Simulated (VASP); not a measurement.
Runs of VASP 6.6.1 on SbBr2. The structure is that of space group Pn-3m (No. 224), or close to it. The cells are those of the table. 

```tsv
task	cell	k mesh	cutoff (eV)	gap on the mesh (eV)	pressure (GPa)
single point	a = 6.458 Å, 6 atoms	6 × 6 × 6	520	none	(a)
single point	a = 5.818 Å, 6 atoms	4 × 4 × 4	520	none	14.3
relaxation of cell and atoms	relaxed from a = 5.818 Å, 6 atoms	4 × 4 × 4	600	none	0.0
relaxation of cell and atoms	relaxed from a = 6.452 Å, 6 atoms	6 × 6 × 6	600	none	0.0
single point	a = 6.452 Å, 6 atoms	4 × 4 × 4	520	none	0.0
```

Alike in all rows: level PBE; potentials or basis VASP PAW PBE potentials, release 64 (Sb, Br); no spin polarisation; smearing gaussian 0.1 eV.

**Question.** Estimate the missing entries.

**Answer.** (a) -0.1.

Caveats: spin-orbit coupling is left out, which moves the levels of the heavy elements; the cell stands under pressure (at least some runs); the relaxation stopped at its first step, so nothing moved (at least some runs).

A k mesh can miss the band edges, and the runs leave out spin-orbit coupling on Br, Sb.

A gap of «none» marks levels without a gap at the run's occupations.
